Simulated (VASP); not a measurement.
A run of VASP 6.6.1 is set up as follows.

The input INCAR:

```
PREC = Accurate
ENCUT = 520
EDIFF = 1E-6
ISMEAR = -1
SIGMA = 0.1
LREAL = F
LASPH = T
NELM = 100
ALGO = Normal
ISIF = 2
LWAVE = F
LCHARG = F
GGA = PS
NBANDS = 9
```

The input KPOINTS:

```
Automatic mesh
0
Gamma
  15 15 15
```

POSCAR

```
Se
1.0
   -1.6880470396      1.6880470396      1.6880470396
    1.6880470396     -1.6880470396      1.6880470396
    1.6880470396      1.6880470396     -1.6880470396
Se
1
Direct
    0.0000000000      0.0000000000      0.0000000000
```

Potentials or basis: VASP PAW PBE potentials, release 64 (Se).

The run is started by

```bash
$ cat potpaw_PBE.64/Se/POTCAR > POTCAR
$ mpirun -np 1 vasp_std > vasp.out
```

**Question.** Estimate the pressure.

**Answer.** 0.5 GPa.

**Question.** Predict the band gap on the k mesh.

**Answer.** Zero (band 3 reaches 9.35 eV, above the bottom of band 4 at 2.69 eV).

Caveat: the PAW data sets were made with another functional, which shifts forces and pressure a little.
